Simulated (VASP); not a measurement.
Here is a VASP 6.6.1 calculation.

The input INCAR:

```
SYSTEM = NbP
  ALGO = Normal
  EDIFF = 1E-8
  ENCUT = 520
  GGA = PS
  ISIF = 2
  ISMEAR = -1
  LASPH = .TRUE.
  LCHARG = .FALSE.
  LEFG = .TRUE.
  LREAL = .FALSE.
  LWAVE = .FALSE.
  NBANDS = 26
  NELM = 80
  PREC = Accurate
  SIGMA = 0.15
```

Contents of KPOINTS:

```
k-points
0
G
  18 18 18
  0 0 0
```

Contents of POSCAR:

```
NbP
1.0
   -1.6598280073      1.6598280073      5.6502220102
    1.6598280073     -1.6598280073      5.6502220102
    1.6598280073      1.6598280073     -5.6502220102
Nb P
2 2
Direct
    0.7501368996      0.7501368996      0.0000000000
    0.5001368996      1.0001368996      0.5000000000
    0.3324916754      0.3324916754      0.0000000000
    0.0824916754      0.5824916754      0.5000000000
```

Potentials or basis: VASP PAW PBE potentials, release 64 (Nb_sv, P).

Launch:

```sh
$ cat potpaw_PBE.64/Nb_sv/POTCAR potpaw_PBE.64/P/POTCAR > POTCAR
$ mpirun -np 1 vasp_std > vasp.out
```

**Question.** What does it give for the pressure?

**Answer.** -0.2 GPa.

**Question.** What does it give for the band gap on the k mesh?

**Answer.** Zero (bands 18 and 19 overlap by 0.09 eV).

Electric field gradients, principal values (V/Å²):
```tsv
atom	least	middle	greatest (by size)
1 Nb	6.811	9.154	-15.965
2 Nb	6.811	9.154	-15.965
3 P	-2.843	-10.957	13.800
4 P	-2.843	-10.957	13.800
```

Caveat: without QUAD_EFG the Cq values of the log hold for a quadrupole moment of 1 mb, not for the nuclei; the PAW data sets were made with another functional, which shifts forces and pressure a little.
